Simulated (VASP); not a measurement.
Write the native input for VASP 6.6.1 that does the following.

```
Task                   : single point
Functional             : PBE
Dispersion             : D3(BJ)
Potentials or basis    : VASP PAW PBE potentials, release 64 (W_sv, Se)
Cutoff                 : 520 eV
k mesh                 : 12 × 12 × 2
Occupations            : gaussian, width 0.02 eV
Spin                   : no spin polarisation
Dipole correction      : no
Further INCAR settings : ALGO = Normal; EDIFF = 1e-06; NBANDS = 35
```

The structure of WSe2 lies in POSCAR:

```
WSe2
1.0
    3.2791737707      0.0000000000      0.0000000000
   -1.6395868853      2.8398477888      0.0000000000
    0.0000000000      0.0000000000     12.7883955833
W Se
2 4
Direct
    0.6666666667      0.3333333333      0.2499645175
    0.3333333333      0.6666666667      0.7500354825
    0.3333333333      0.6666666667      0.3816646942
    0.6666666667      0.3333333333      0.8817349847
    0.3333333333      0.6666666667      0.1182650153
    0.6666666667      0.3333333333      0.6183353058
```

One way to write it, as run:

INCAR

```
SYSTEM = WSe2
PREC = Accurate
ENCUT = 520
EDIFF = 1E-6
ISMEAR = 0
SIGMA = 0.02
LREAL = .FALSE.
LASPH = .TRUE.
NELM = 100
ALGO = Normal
ISIF = 2
LWAVE = .FALSE.
LCHARG = .TRUE.
GGA = PE
IVDW = 12
LELF = .TRUE.
LVHAR = .TRUE.
NBANDS = 35
```

KPOINTS

```
Automatic mesh
0
G
  12 12 2
  0 0 0
```

Potentials or basis: VASP PAW PBE potentials, release 64 (W_sv, Se).

The run is started by

```sh
$ cat potpaw_PBE.64/W_sv/POTCAR potpaw_PBE.64/Se/POTCAR > POTCAR
$ mpirun -np 1 vasp_std > vasp.out
```

Results of the run:

- Pressure: 0.3 GPa
- Largest force: 0.049 eV/Å
- Band gap on the k mesh: 0.89 eV (least direct gap 1.56 eV)
- Dispersion energy per atom: -0.475 eV

Caveat: spin-orbit coupling is left out, which moves the levels of the heavy elements.

Wall time 53 s on 1 thread of Intel(R) Xeon(R) 6975P-C (Granite Rapids) (shared host), peak memory 0.31 GiB.
